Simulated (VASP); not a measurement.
# C in VASP: single point with PBEsol+D3(BJ)

Aim: the single point of C with PBEsol+D3(BJ).

Program: VASP 6.6.1. These are calculated values, not measurements. Logs are shortened: lines on timing, memory, paths and dates and some standing lists are left out, and cuts for length are marked.

**1. The cell of the first run**

The cell holds a slab with vacuum, 2 atoms: a = 2.458 Å, b = 2.458 Å, c = 20.861 Å, α = 90.00°, β = 90.00°, γ = 120.00°.

**2. Single point, PBEsol+D3(BJ)**

Contents of INCAR:

```
SYSTEM = C
PREC     = Accurate       ! precision mode
ENCUT    = 520            ! plane-wave cutoff, eV
EDIFF    = 1E-6           ! SCF threshold, eV
ISMEAR   = 0              ! smearing method
SIGMA    = 0.04           ! smearing width, eV
LREAL    = .FALSE.        ! projectors in reciprocal space
LASPH    = .TRUE.         ! aspherical terms in the spheres
NELM     = 120            ! most SCF steps
ALGO     = Normal         ! electronic algorithm
ISIF     = 2              ! what is computed and relaxed
LWAVE    = .FALSE.        ! write WAVECAR
LCHARG   = .FALSE.        ! write CHGCAR
LDIPOL   = .TRUE.       
IDIPOL   = 3            
DIPOL    = 0.5 0.5 0.622
GGA      = PS             ! functional
IVDW     = 12             ! dispersion correction
NBANDS   = 11             ! bands
GGA_COMPAT= .FALSE.      
NELMDL   = -8
```

Contents of KPOINTS:

```
regular mesh
0
G
  15 15 1
  0 0 0
```

Contents of POSCAR:

```
C
1.0
    2.4583702516      0.0000000000      0.0000000000
   -1.2291851258      2.1290110898      0.0000000000
    0.0000000000      0.0000000000     20.8608421860
C
2
Direct
    0.3333333333      0.6666666667      0.6218621753
    1.0000000000      0.0000000000      0.6213128292
```

Potentials or basis: VASP PAW PBE potentials, release 64 (C).

The run is started by

```sh
$ cat potpaw_PBE.64/C/POTCAR > POTCAR
$ mpirun -np 1 vasp_std > vasp.out
```

OUTCAR:

```text
SYSTEM = C
   PREC = Accurate
   ENCUT = 520
   EDIFF = 1E-6
   ISMEAR = 0
   LREAL = .FALSE.
   LASPH = .TRUE.
   NELM = 120
   ISIF = 2
   GGA = PS
   IVDW = 12
   NELMDL = -8
 IVDW          = 12

 ion  position               nearest neighbor table
   1  0.333  0.667  0.622-   2 1.42   2 1.42   2 1.42
   2  0.000  0.000  0.621-   1 1.42   1 1.42   1 1.42

  LATTYP: Found a hexagonal cell.
 ALAT       =     2.4583702516
 C/A-ratio  =     8.4856388790

  Lattice vectors:

 A1 = (   2.4583702516,   0.0000000000,   0.0000000000)
 A2 = (  -1.2291851258,   2.1290110898,   0.0000000000)
 A3 = (   0.0000000000,   0.0000000000,  20.8608421860)

Analysis of symmetry for initial positions (statically):
=====================================================================
 Subroutine PRICEL returns:
 Original cell was already a primitive cell.

 Routine SETGRP: Setting up the symmetry group for a
 hexagonal supercell.

 Subroutine GETGRP returns: Found 12 space group operations
 (whereof  6 operations were pure point group operations)
 out of a pool of 24 trial point group operations.

The static configuration has the point symmetry C_3v.
 The point group associated with its full space group is D_3d.

Analysis of symmetry for dynamics (positions and initial velocities):
=====================================================================
 Subroutine PRICEL returns:
 Original cell was already a primitive cell.

 Routine SETGRP: Setting up the symmetry group for a
 hexagonal supercell.

 Subroutine GETGRP returns: Found 12 space group operations
 (whereof  6 operations were pure point group operations)
 out of a pool of 24 trial point group operations.

The dynamic configuration has the point symmetry C_3v.
 The point group associated with its full space group is D_3d.

 Subroutine INISYM returns: Found 12 space group operations
 (whereof  6 operations are pure point group operations),
 and found     1 'primitive' translations

----------------------------------------------------------------------------------------

                                     Primitive cell

  volume of cell :     109.1835

  direct lattice vectors                    reciprocal lattice vectors
     2.458370252  0.000000000  0.000000000     0.406773552  0.234850820  0.000000000
    -1.229185126  2.129011090  0.000000000     0.000000000  0.469701640  0.000000000
     0.000000000  0.000000000 20.860842186     0.000000000  0.000000000  0.047936703

  length of vectors
     2.458370252  2.458370252 20.860842186     0.469701640  0.469701640  0.047936703

  position of ions in fractional coordinates (direct lattice)
     0.333333333  0.666666667  0.621862175
     0.000000000  0.000000000  0.621312829

  ion indices of the primitive-cell ions
   primitive index   ion index
                 1           1
                 2           2

----------------------------------------------------------------------------------------

 KPOINTS: regular mesh

Automatic generation of k-mesh.
 Grid dimensions read from file:
 generate k-points for:   15   15    1

 Generating k-lattice:

  Cartesian coordinates                     Fractional coordinates (reciprocal lattice)
     0.027118237  0.015656721  0.000000000     0.066666667  0.000000000  0.000000000
     0.000000000  0.031313443  0.000000000     0.000000000  0.066666667  0.000000000
     0.000000000  0.000000000  0.047936703     0.000000000  0.000000000  1.000000000

  Length of vectors
     0.031313443  0.031313443  0.047936703

  Shift w.r.t. Gamma in fractional coordinates (k-lattice)
     0.000000000  0.000000000  0.000000000

 Subroutine IBZKPT returns following result:
 ===========================================

 Found     27 irreducible k-points:

 Following reciprocal coordinates:
            Coordinates               Weight
  0.000000  0.000000  0.000000      1.000000
  0.066667 -0.000000  0.000000      6.000000
  0.133333 -0.000000  0.000000      6.000000
  0.200000  0.000000  0.000000      6.000000
  0.266667 -0.000000  0.000000      6.000000
  0.333333  0.000000  0.000000      6.000000
[... 16 lines left out ...]
  0.333333  0.200000  0.000000     12.000000
  0.400000  0.200000  0.000000      6.000000
 [... further k-points ...]
   k-points           NKPTS =     27   k-points in BZ     NKDIM =     27   number of bands    NBANDS=     11
   number of dos      NEDOS =    301   number of ions     NIONS =      2
   total plane-waves  NPLWV =  51840
   dimension x,y,z NGX =    18 NGY =   18 NGZ =  160
   dimension x,y,z NGXF=    36 NGYF=   36 NGZF=  320
   ions per type =               2
   NGX,Y,Z   is equivalent  to a cutoff of  12.17, 12.17, 12.75 a.u.
   NGXF,Y,Z  is equivalent  to a cutoff of  24.34, 24.34, 25.50 a.u.
 SYSTEM =  C
   PREC   = accura    normal or accurate (medium, high low for compatibility)
   ISTART =      0    job   : 0-new  1-cont  2-samecut
   ICHARG =      2    charge: 1-file 2-atom 10-const
   ISPIN  =      1    spin polarized calculation?
   LNONCOLLINEAR =      F non collinear calculations
   LSORBIT =      F    spin-orbit coupling
   LASPH  =      T    aspherical Exc in radial PAW
   ENCUT  =  520.0 eV  38.22 Ry    6.18 a.u.   4.57  4.57 38.79*2*pi/ulx,y,z
   NELM   =    120;   NELMIN=  2; NELMDL= -8     # of ELM steps
   EDIFF  = 0.1E-05   stopping-criterion for ELM
   LREAL  =      F    real-space projection
   EDIFFG = 0.1E-04   stopping-criterion for IOM
   NSW    =      0    number of steps for IOM
   IBRION =     -1    ionic relax: 0-MD 1-quasi-New 2-CG
   NFREE  =      0    steps in history (QN), initial steepest desc. (CG)
   ISIF   =      2    stress and relaxation
   ISYM   =      2    0-nonsym 1-usesym 2-fastsym
   POTIM  = 0.5000    time-step for ionic-motion
   TEBEG  =    0.0;   TEEND  =   0.0 temperature during run
   PSTRESS=    0.0 pullay stress
   NELECT =       8.0000    total number of electrons
   NUPDOWN=      -1.0000    fix difference up-down
   EMIN   =  10.00;   EMAX   =-10.00  energy-range for DOS
   EFERMI =   0.00;   METHOD = LEGACY
   ISMEAR =     0;   SIGMA  =   0.04  broadening in eV -4-tet -1-fermi 0-gaus
   EFERMI_NEDOS =   21; number of points for ismear=-14 and -15
   IALGO  =     38    algorithm
   IMIX   =      4    mixing-type and parameters
     AMIX     =   0.40;   BMIX     =  1.00
     AMIX_MAG =   1.60;   BMIX_MAG =  1.00
  volume/ion in A,a.u.               =      54.59       368.40
  Fermi-wavevector in a.u.,A,eV,Ry     =   0.685045  1.294547  6.385034  0.469287
  Thomas-Fermi vector in A             =   1.764873
   LORBIT       =      0    0 simple, 1 ext, 2 COOP (PROOUT), +10 PAW based schemes
   GGA     = PS    functional components
   LHFCALC =     F    Hartree Fock is set to
   AEXX    =    0.0000 exact exchange contribution
   IVDW    =    12    specifies the selected vdW correction
   LEPSILON=     F    determine dielectric tensor
   LRPA    =     F    only Hartree local field effects (RPA)
 non-spin polarized calculation
 Gauss-broadening in eV      SIGMA  =   0.04
  energy-cutoff  :      520.00
  volume of cell :      109.18
 maximum number of plane-waves:      2979
   NGX =  9   NGY =  9   NGZ = 77

 dipolmoment           0.000000      0.000000     -0.000001 electrons x Angstroem

 number of electron       7.9999997 magnetization

 dipolmoment           0.000000      0.000000      0.000001 electrons x Angstroem

 Free energy of the ion-electron system (eV)
  ---------------------------------------------------
  ext. energy  EPLUGINS =         0.00000000
  ---------------------------------------------------
  free energy    TOTEN  =       -19.27947896 eV

  energy without entropy =      -19.27907776  energy(sigma->0) =      -19.27927836

 E-fermi :  -2.8553     XC(G=0):  -2.1012

 val. band max:       -2.8552964214   @ k =   0.3333   0.3333   0.0000
 cond. band min:      -2.8552945863   @ k =   0.3333   0.3333   0.0000
 fundamental gap:      0.0000018351
 Fermi energy:        -2.8552955037

 k-point     1 :       0.0000    0.0000    0.0000
  band No.  band energies     occupation
      1     -22.4134      2.00000
      2     -10.5662      2.00000
      3      -5.8566      2.00000
      4      -5.8566      2.00000
      5       0.5246      0.00000
      6       1.3301      0.00000
      7       1.4871      0.00000
      8       2.4197      0.00000
      9       2.8146      0.00000
     10       4.8911      0.00000
     11       5.4882      0.00000

 k-point     2 :       0.0667   -0.0000    0.0000
  band No.  band energies     occupation
      1     -22.3078      2.00000
      2     -10.4394      2.00000
      3      -6.2822      2.00000
      4      -6.0827      2.00000
      5       0.6677      0.00000
      6       1.4756      0.00000
      7       1.6342      0.00000
      8       2.5656      0.00000
      9       2.9599      0.00000
     10       4.4908      0.00000
     11       5.0298      0.00000

 k-point     3 :       0.1333   -0.0000    0.0000
  band No.  band energies     occupation
      1     -21.9915      2.00000
      2     -10.0613      2.00000
      3      -7.4141      2.00000
      4      -6.6551      2.00000
      5       1.0968      0.00000
      6       1.9114      0.00000
      7       2.0756      0.00000
      8       3.0029      0.00000
      9       3.3959      0.00000
     10       4.9232      0.00000
     11       5.4043      0.00000

 k-point     4 :       0.2000    0.0000    0.0000
  band No.  band energies     occupation
      1     -21.4668      2.00000
      2      -9.4391      2.00000
      3      -8.9679      2.00000
      4      -7.3693      2.00000
      5       1.8114      0.00000
      6       2.6353      0.00000
      7       2.8113      0.00000
      8       3.7293      0.00000
      9       4.1208      0.00000
     10       5.3986      0.00000
     11       5.6067      0.00000

 k-point     5 :       0.2667   -0.0000    0.0000
  band No.  band energies     occupation
      1     -20.7378      2.00000
      2     -10.7090      2.00000
      3      -8.5865      2.00000
      4      -8.0631      2.00000
      5       2.8073      0.00000
      6       3.5927      0.00000
      7       3.8400      0.00000
      8       4.0386      0.00000
      9       4.7701      0.00000
     10       5.0609      0.00000
     11       5.2528      0.00000
[... 211 lines left out ...]
 k-point    21 :       0.2000    0.2000    0.0000
  band No.  band energies     occupation
      1     -19.6098      2.00000
      2     -11.7638      2.00000
      3     -10.3570      2.00000
      4      -7.2876      2.00000
      5       2.0883      0.00000
      6       4.3803      0.00000
      7       5.2096      0.00000
      8       5.4602      0.00000
      9       6.3239      0.00000
     10       6.7407      0.00000
     11       7.9711      0.00000

 k-point    22 :       0.2667    0.2000    0.0000
  band No.  band energies     occupation
      1     -18.6066      2.00000
      2     -13.0561      2.00000
      3     -11.1810      2.00000
      4      -6.1817      2.00000
      5       0.5976      0.00000
      6       5.7879      0.00000
      7       6.5752      0.00000
      8       6.9307      0.00000
      9       7.7163      0.00000
     10       8.1279      0.00000
     11       8.3045      0.00000

 k-point    23 :       0.3333    0.2000    0.0000
  band No.  band energies     occupation
      1     -17.4498      2.00000
      2     -14.5006      2.00000
      3     -11.6046      2.00000
      4      -5.0301      2.00000
      5      -0.8089      0.00000
      6       7.4386      0.00000
      7       7.9421      0.00000
      8       8.1168      0.00000
      9       8.6960      0.00000
     10       9.1903      0.00000
     11       9.9213      0.00000

 k-point    24 :       0.4000    0.2000    0.0000
  band No.  band energies     occupation
      1     -16.4889      2.00000
      2     -15.5735      2.00000
      3     -11.7362      2.00000
      4      -4.3701      2.00000
      5      -1.5587      0.00000
      6       8.0397      0.00000
      7       8.4525      0.00000
      8       9.1913      0.00000
      9       9.4015      0.00000
     10      10.4755      0.00000
     11      10.7435      0.00000

 [... further k-points ...]

------------------------ aborting loop because EDIFF is reached ----------------------------------------

 vacuum level on the upper side and lower side of the slab       (xc-potential included)        -0.258        -0.262

 Edisp (eV)   -0.09826

 E8    (eV) :    -0.0506

  FORCE on cell =-STRESS in cart. coord.  units (eV):
  Direction    XX          YY          ZZ          XY          YZ          ZX
  --------------------------------------------------------------------------------------
  -------------------------------------------------------------------------------------
  Total       0.12458     0.12458    -0.01281     0.00000     0.00000    -0.00000
  in kB       1.82805     1.82805    -0.18796     0.00000     0.00000    -0.00000
  external pressure =        1.16 kB  Pullay stress =        0.00 kB

 VOLUME and BASIS-vectors are now :
 -----------------------------------------------------------------------------
  energy-cutoff  :      520.00
  volume of cell :      109.18
      direct lattice vectors                 reciprocal lattice vectors
     2.458370252  0.000000000  0.000000000     0.406773552  0.234850820  0.000000000
    -1.229185126  2.129011090  0.000000000     0.000000000  0.469701640  0.000000000
     0.000000000  0.000000000 20.860842186     0.000000000  0.000000000  0.047936703

 POSITION                                       TOTAL-FORCE (eV/Angst)
 -----------------------------------------------------------------------------------
     -0.00000      1.41934     12.97257         0.000000     -0.000000     -0.193694
      0.00000      0.00000     12.96111        -0.000000      0.000000      0.193694
 -----------------------------------------------------------------------------------
    total drift:                                0.000000      0.000000      0.000007

  FREE ENERGIE OF THE ION-ELECTRON SYSTEM (eV)
  ---------------------------------------------------
  free  energy   TOTEN  =       -19.3777390735 eV

  energy  without entropy=      -19.3773378720  energy(sigma->0) =      -19.37753847

 vacuum level on the upper side and lower side of the slab         1.208         1.208
```

It took 37 s on 1 thread of Intel Xeon Platinum 8375C at 2.90GHz (Ice Lake), shared host; peak memory 0.22 GiB.

What came out:

| Quantity | Value |
| --- | --- |
| Free energy | -19.3777 eV |
| Largest force | 0.194 eV/Å |
| Band gap on the k mesh | zero (filled and empty bands touch) |
| Dispersion energy per atom | -0.049 eV |

Forces in eV/Å, atoms in the order of the input:
```
C    0.000  0.000 -0.194
C    0.000  0.000  0.194
```

Caveat: the PAW data sets were made with another functional, which shifts forces and pressure a little.
